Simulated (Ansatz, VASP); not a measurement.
# One calculation of Li2S, two programs

File INCAR:

```
ALGO = Normal
EDIFF = 1E-6
ENCUT = 750
GGA = PE
GGA_COMPAT = F
ISIF = 2
ISMEAR = 0
LASPH = T
LCHARG = F
LREAL = F
LWAVE = F
NBANDS = 13
NELM = 120
PREC = Accurate
SIGMA = 0.1
```

Contents of KPOINTS:

```
k-points
0
Gamma
  2 2 2
```

File POSCAR:

```
Li2S
1.0
    0.0000000000      2.8351678429      2.8351678429
    2.8351678429      0.0000000000      2.8351678429
    2.8351678429      2.8351678429      0.0000000000
Li S
2 1
Direct
    0.7500000000      0.7500000000      0.7500000000
    0.2500000000      0.2500000000      0.2500000000
    0.0000000000      0.0000000000      0.0000000000
```

Input for Ansatz:

```yaml
crystal:
  lattice:
    - [0.0, 2.8351678429, 2.8351678429]
    - [2.8351678429, 0.0, 2.8351678429]
    - [2.8351678429, 2.8351678429, 0.0]
  atoms:
    - { symbol: Li, position: [0.75, 0.75, 0.75] }
    - { symbol: Li, position: [0.25, 0.25, 0.25] }
    - { symbol: S, position: [0.0, 0.0, 0.0] }
basis:
  ecutwfc: 420
kpoints:
  mp_grid: { grid: [2, 2, 2] }
hamiltonian:
  xc: pbe
scf:
  occupations: { method: gaussian, width: 0.1 }
  convergence: { dr2_threshold: "1e-5 eV" }
output:
  forces: true
  stress: true
  eigenvalues: true
```

Alike in both runs: task single point; functional PBE; k mesh 2 × 2 × 2; occupations gaussian, width 0.1 eV; no spin polarisation.

|  | VASP | Ansatz |
| --- | --- | --- |
| version | VASP 6.6.1 | Ansatz 0.2.0 |
| potentials or method | VASP PAW PBE potentials, release 64 (Li_sv, S), cutoff 750 eV | scalar-relativistic, plane waves, PAW |
| valence electrons in the cell | 12 | 12 |

```csv
,VASP,Ansatz,Ansatz less VASP
gap on the k mesh at the Fermi level (eV),3.26,3.26,+0.002
least direct gap on the mesh (eV),4.27,4.27,-0.003
pressure (GPa),3.5,3.6,+0.12
```

Ansatz's warnings: force scf threshold loose, stress scf threshold loose.

The k mesh is coarse, so the values compare programs but aren't converged.
